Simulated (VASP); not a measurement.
Wanted: the native input for a VASP 6.6.1 run.

- Task: single point
- Functional: PBE
- Potentials or basis: VASP PAW PBE potentials, release 64 (K_sv, F)
- Cutoff: 520 eV
- k mesh: 8 × 8 × 8
- Occupations: gaussian, width 0.05 eV
- Spin: no spin polarisation
- Dipole correction: no
- Further INCAR settings: ALGO = Normal; EDIFF = 1e-06; NBANDS = 15

The structure of KF lies in POSCAR:

```
KF
1.0
    0.1753816000      2.6735000000      2.6735000000
    2.8488816000      0.0000000000      2.8488816000
    2.6735000000      2.6735000000      0.1753816000
K F
1 1
Direct
    0.0000000000      0.0000000000      0.0000000000
    0.5000000000      0.5000000000      0.5000000000
```

This cell differs from its parent crystal: strain +0.1312 x Voigt [0, 0, 0, 0, 1, 0].

The input as run:

INCAR

```
SYSTEM = KF
PREC = Accurate
ENCUT = 520
EDIFF = 1E-6
ISMEAR = 0
SIGMA = 0.05
LREAL = .False.
LASPH = .True.
NELM = 60
ALGO = Normal
ISIF = 2
LWAVE = .False.
LCHARG = .False.
GGA = PE
NBANDS = 15
```

KPOINTS

```
Automatic mesh
0
Gamma
  8 8 8
  0 0 0
```

Potentials or basis: VASP PAW PBE potentials, release 64 (K_sv, F).

Launch:

```console
$ cat potpaw_PBE.64/K_sv/POTCAR potpaw_PBE.64/F/POTCAR > POTCAR
$ mpirun -np 1 vasp_std > vasp.out
```

Results of the run:

```
Pressure               : 1.3 GPa
Band gap on the k mesh : 6.04 eV
```

Caveat: the cell differs from its parent crystal (strain +0.1312 x Voigt [0, 0, 0, 0, 1, 0]).

Run time: 23 s on 1 thread of Intel(R) Xeon(R) 6975P-C (Granite Rapids), with other jobs on the host, peak memory 0.18 GiB.
